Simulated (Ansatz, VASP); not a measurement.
**Two plane-wave programs on Ni**

```xyz
1
Lattice="0.0000 1.6755 1.6755 1.6755 0.0000 1.6755 1.6755 1.6755 0.0000" Properties=species:S:1:pos:R:3 pbc="T T T"
Ni    0.0000    0.0000    0.0000
```

Change from the starting cell: volume scaled by 0.86, no spin polarisation, PAW files.

Alike in both runs: task single point; functional LDA; k mesh 16 × 16 × 16; occupations fermi-dirac, width 0.1 eV; no spin polarisation.

```csv
,VASP,Ansatz
version,VASP 6.6.1,Ansatz 0.2.0
potentials or method,"VASP PAW LDA potentials, release 64 (Ni)","PAW with Ansatz's default frozen-core files, scalar-relativistic"
plane-wave cutoff (eV),520,420
valence electrons in the cell,10,18
```

|  | VASP | Ansatz | Ansatz less VASP |
| --- | --- | --- | --- |
| pressure (GPa) | 18.3 | 18.6 | +0.27 |

LDA's correlation is that of Perdew and Zunger in VASP and of Perdew and Wang (1992) in Ansatz. VASP's potentials hold 10 valence electrons a cell and Ansatz's 18, so a difference there can come from the potentials and not from the codes.
